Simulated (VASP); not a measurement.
Wanted: the native input for a VASP 6.6.1 run.

| Quantity | Value |
| --- | --- |
| Task | single point |
| Functional | PBEsol |
| Potentials or basis | VASP PAW PBE potentials, release 64 (Hf_pv, N) |
| Cutoff | 520 eV |
| k mesh | 9 × 9 × 9 |
| Occupations | fermi-dirac, width 0.05 eV |
| Spin | no spin polarisation |
| Dipole correction | no |
| Further INCAR settings | ALGO = Normal; EDIFF = 1e-06; NBANDS = 14 |

The structure of HfN lies in POSCAR:

```
HfN
1.0
    0.0000000000      2.4710795731      2.4710795731
    2.4710795731      0.0000000000      2.4710795731
    2.4710795731      2.4710795731      0.0000000000
Hf N
1 1
Direct
    0.0000000000      0.0000000000      0.0000000000
    0.2500000000      0.2500000000      0.2500000000
```

The input as run:

INCAR

```
ALGO = Normal
EDIFF = 1E-6
ENCUT = 520
GGA = PS
ISIF = 2
ISMEAR = -1
LASPH = T
LCHARG = F
LREAL = F
LWAVE = F
NBANDS = 14
NELM = 80
PREC = Accurate
SIGMA = 0.05
```

KPOINTS

```
k-points
0
Gamma
  9 9 9
```

Potentials or basis: VASP PAW PBE potentials, release 64 (Hf_pv, N).

The run is started by

```bash
$ cat potpaw_PBE.64/Hf_pv/POTCAR potpaw_PBE.64/N/POTCAR > POTCAR
$ mpirun -np 1 vasp_std > vasp.out
```

Results of the run:

- Pressure: -9.4 GPa

Caveat: the PAW data sets were made with another functional, which shifts forces and pressure a little.

Run time: 13 s on 1 thread of Intel(R) Xeon(R) Platinum 8124M CPU @ 3.00GHz (Skylake/Cascade Lake), on a shared host, peak memory 0.16 GiB.
